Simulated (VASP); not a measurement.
ZnSn2N2:

```
Zn Sn N
1.0
     6.25962    0.00000    0.00000
     0.00000    6.25962    0.00000
     0.00000    0.00000    5.30359
Zn Sn N
2 4 4
Direct
  0.00000 0.50000 0.00000
  0.50000 0.00000 0.50000
  0.66744 0.00000 0.00000
  0.33256 0.00000 0.00000
  0.00000 0.66744 0.50000
  0.00000 0.33256 0.50000
  0.72368 0.00000 0.50000
  0.27632 0.00000 0.50000
  0.00000 0.72368 0.00000
  0.00000 0.27632 0.00000
```

The cell was built from a structure type or drawn by symmetry, and may not be a known phase.

* Program: VASP 6.6.1
* Task: relaxation of cell and atoms
* Functional: PBE
* Potentials or basis: VASP PAW PBE potentials, release 64 (Zn, Sn_d, N)
* Cutoff: 600 eV
* k mesh: 2 × 2 × 2
* Occupations: gaussian, width 0.15 eV
* Spin: no spin polarisation

At the start: pressure 51.3 GPa; volume 20.78 Å³/atom.

Problem. How do energy, volume and symmetry change on relaxing?

Solution. Over 14 steps the energy falls by 2919.4 meV/atom and the volume is 23.88 Å³/atom (+14.9 %); space group P4_2/mmc (No. 131, to 0.1 Å) before and after.

Step by step:
| step | energy change (eV) | largest force (eV/Å) | pressure (GPa) | volume (Å³) |
| --- | --- | --- | --- | --- |
| 1 | 0.0000 | 27.0585 | 51.30 | 207.81 |
| 2 | -14.0583 | 12.8102 | 9.94 | 454.83 |
| 3 | -24.0258 | 1.8931 | -2.36 | 297.84 |
| 4 | -24.1246 | 1.8882 | -2.57 | 295.03 |
| 5 | -26.4478 | 2.8012 | -5.44 | 249.55 |
| 6 | -27.3817 | 3.2320 | -2.60 | 228.21 |
| 7 | -27.3845 | 3.1204 | -3.03 | 229.70 |
| 8 | -27.3852 | 3.1679 | -2.85 | 229.05 |
| 9 | -28.6699 | 1.0038 | 3.39 | 219.59 |
| 10 | -28.7148 | 0.7585 | 5.39 | 217.42 |
| 11 | -29.1614 | 0.2713 | 1.70 | 233.43 |
| 12 | -29.1662 | 0.3825 | 1.37 | 235.33 |
| 13 | -29.1881 | 0.2069 | -0.56 | 240.46 |
| 14 | -29.1943 | 0.0714 | 0.04 | 238.78 |

Final structure:
```
Zn Sn N
1.0
     6.65909    0.00000    0.00000
     0.00000    6.65909    0.00000
     0.00000    0.00000    5.38483
Zn Sn N
2 4 4
Direct
  0.00000 0.50000 0.00000
  0.50000 0.00000 0.50000
  0.75248 0.00000 0.00000
  0.24752 0.00000 0.00000
  0.00000 0.75248 0.50000
  0.00000 0.24752 0.50000
  0.78090 0.00000 0.50000
  0.21910 0.00000 0.50000
  0.00000 0.78090 0.00000
  0.00000 0.21910 0.00000
```

Caveat: the k points lie up to 0.58 Å⁻¹ apart in the final cell; the relaxation stopped at a loose force limit of 0.08 eV/Å, so its end isn't a converged minimum.
